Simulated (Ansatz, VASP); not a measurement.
One calculation of Nb, two programs

```
Nb
1.0
    -1.66395    1.66395    1.66395
     1.66395   -1.66395    1.66395
     1.66395    1.66395   -1.66395
Nb
1
Direct
  0.00000 0.00000 0.00000
```

Alike in both runs: task relaxation of cell and atoms; functional r2SCAN; k mesh 13 × 13 × 13; no spin polarisation.

```csv
,VASP,Ansatz
version,VASP 6.6.1,Ansatz 0.2.0
potentials or method,"VASP PAW PBE potentials, release 64 (Nb_sv), cutoff 550 eV","plane waves, PAW"
occupations,"fermi-dirac, width 0.1 eV",fermi-dirac
valence electrons in the cell,13,13
```

VASP gave:

| Quantity | Value |
| --- | --- |
| relaxed volume (Å³/atom) | 18.00 |
| relaxed cell length with the largest relative difference (Å) | 2.859 |

**Question.** Which values does Ansatz return?

**Answer.** Relaxed volume (Å³/atom): 18.01; relaxed cell length with the largest relative difference (Å): 2.860.

VASP's potentials were made for PBE, not for r2SCAN.
